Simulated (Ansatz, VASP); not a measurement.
## One calculation of Al12Ga, two programs

INCAR

```
SYSTEM = Al12Ga
PREC = Accurate
ENCUT = 520
EDIFF = 1E-6
ISMEAR = 0
SIGMA = 0.1
LREAL = .FALSE.
LASPH = .TRUE.
NELM = 150
ALGO = Normal
ISIF = 2
LWAVE = .FALSE.
LCHARG = .TRUE.
ISPIN = 2
MAGMOM = 0 0 0 0 0 0 0 0 0 0 0 0 1
LORBIT = 11
LDIPOL = .TRUE.
IDIPOL = 3
DIPOL = 0.5 0.5 0.307
LELF = .TRUE.
LVHAR = .TRUE.
LVACPOTAV = .TRUE.
NBANDS = 40
```

Contents of KPOINTS:

```
regular mesh
0
G
  5 5 1
  0 0 0
```

The input POSCAR:

```
Al12Ga
1.0
    5.6343731020      0.0000000000      0.0000000000
    0.0000000000      5.6343731020      0.0000000000
    0.0000000000      0.0000000000     21.1039189491
Al Ga
12 1
Direct
    0.2500000000      0.2500000000      0.1895382564
    0.2500000000      0.7500000000      0.1895382564
    0.7500000000      0.2500000000      0.1895382564
    0.7500000000      0.7500000000      0.1895382564
    0.0000000000      0.0000000000      0.2867506898
    0.0000000000      0.5000000000      0.2867506898
    0.5000000000      0.0000000000      0.2867506898
    0.5000000000      0.5000000000      0.2867506898
    0.2500000000      0.2500000000      0.3840006668
    0.2500000000      0.7500000000      0.3840006668
    0.7500000000      0.2500000000      0.3840006668
    0.7500000000      0.7500000000      0.3840006668
    0.2500000000      0.2500000000      0.5493727955
```

Input for Ansatz:

```yaml
crystal:
  lattice:
    - [5.634373102, 0.0, 0.0]
    - [0.0, 5.634373102, 0.0]
    - [0.0, 0.0, 21.1039189491]
  atoms:
    - { symbol: Al, position: [0.25, 0.25, 0.1895382564] }
    - { symbol: Al, position: [0.25, 0.75, 0.1895382564] }
    - { symbol: Al, position: [0.75, 0.25, 0.1895382564] }
    - { symbol: Al, position: [0.75, 0.75, 0.1895382564] }
    - { symbol: Al, position: [0.0, 0.0, 0.2867506898] }
    - { symbol: Al, position: [0.0, 0.5, 0.2867506898] }
    - { symbol: Al, position: [0.5, 0.0, 0.2867506898] }
    - { symbol: Al, position: [0.5, 0.5, 0.2867506898] }
    - { symbol: Al, position: [0.25, 0.25, 0.3840006668] }
    - { symbol: Al, position: [0.25, 0.75, 0.3840006668] }
    - { symbol: Al, position: [0.75, 0.25, 0.3840006668] }
    - { symbol: Al, position: [0.75, 0.75, 0.3840006668] }
    - { symbol: Ga, position: [0.25, 0.25, 0.5493727955], spin: 1.0 }
basis:
  ecutwfc: 420
kpoints:
  mp_grid: { grid: [5, 5, 1] }
hamiltonian:
  xc: lda
  pseudopotentials: { kind: paw, azcp: { folder: soft_1 } }
scf:
  occupations: { method: gaussian, width: 0.1 }
output:
  forces: true
  eigenvalues: true
  populations: true
magnetization:
  spin_polarized: true
efield:
  axis: 3
  dipole_correction: true
  ramp_width: 0.04
```

Alike in both runs: task single point; functional LDA; k mesh 5 × 5 × 1; occupations gaussian, width 0.1 eV; collinear spin.

|  | VASP | Ansatz |
| --- | --- | --- |
| version | VASP 6.6.1 | Ansatz 0.2.0 |
| potentials or method | VASP PAW LDA potentials, release 64 (Al, Ga_d), cutoff 520 eV | scalar-relativistic, plane waves, PAW |
| valence electrons in the cell | 49 | 49 |

Ansatz gave:

```
gap on the k mesh at the Fermi level (eV)  : none
rms of the force components (eV/Å)         : 0.214
net moment per atom (μB)                   : 0.00
work function, face that differs most (eV) : 4.49
```

Q: What did VASP give for the same quantities?

A: gap on the k mesh at the Fermi level (eV): none; rms of the force components (eV/Å): 0.215; net moment per atom (μB): 0.00; work function, face that differs most (eV): 4.50.

Ansatz warns that its potentials were made for another functional, while VASP's fit it. LDA's correlation is that of Perdew and Zunger in VASP and of Perdew and Wang (1992) in Ansatz. Atom by atom the forces differ by 0.001 eV/Å (rms over components). A gap of «none» marks a metal or a gap that the smearing closes. Ansatz's warnings: seeded moment not kept.
